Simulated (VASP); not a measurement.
Here is a VASP 6.6.1 calculation.

File INCAR:

```
SYSTEM = Os
ALGO = Normal
EDIFF = 1E-6
ENCUT = 520
GGA = PS
ISIF = 2
ISMEAR = -1
LASPH = .True.
LCHARG = .True.
LELF = .True.
LREAL = .False.
LVHAR = .True.
LWAVE = .False.
NBANDS = 19
NELM = 80
PREC = Accurate
SIGMA = 0.1
```

The input KPOINTS:

```
k-points
0
Gamma
  10 10 13
  0 0 0
```

POSCAR

```
Os
1.0
    4.3417534564      0.0000000000      0.0000000000
   -2.1708767282      3.7600687902      0.0000000000
    0.0000000000      0.0000000000      2.7285519463
Os
3
Direct
    0.0000000000      0.0000000000      1.0000000000
    0.3333333333      0.6666666667      0.5000000000
    0.6666666667      0.3333333333      0.5000000000
```

Potentials or basis: VASP PAW PBE potentials, release 64 (Os).

Command:

```sh
$ cat potpaw_PBE.64/Os/POTCAR > POTCAR
$ mpirun -np 1 vasp_std > vasp.out
```

Problem. Estimate the band gap on the k mesh.

Solution. Zero (bands 12 and 13 overlap by 2.41 eV).

Problem. Predict the pressure.

Solution. -14.5 GPa.

Stress tensor (GPa, compression positive):
```
-15.48   0.00   0.00
  0.00 -15.48   0.00
  0.00   0.00 -12.49
```

Caveat: the cell stands under tension; the PAW data sets were made with another functional, which shifts forces and pressure a little; spin-orbit coupling is left out, which moves the levels of the heavy elements.
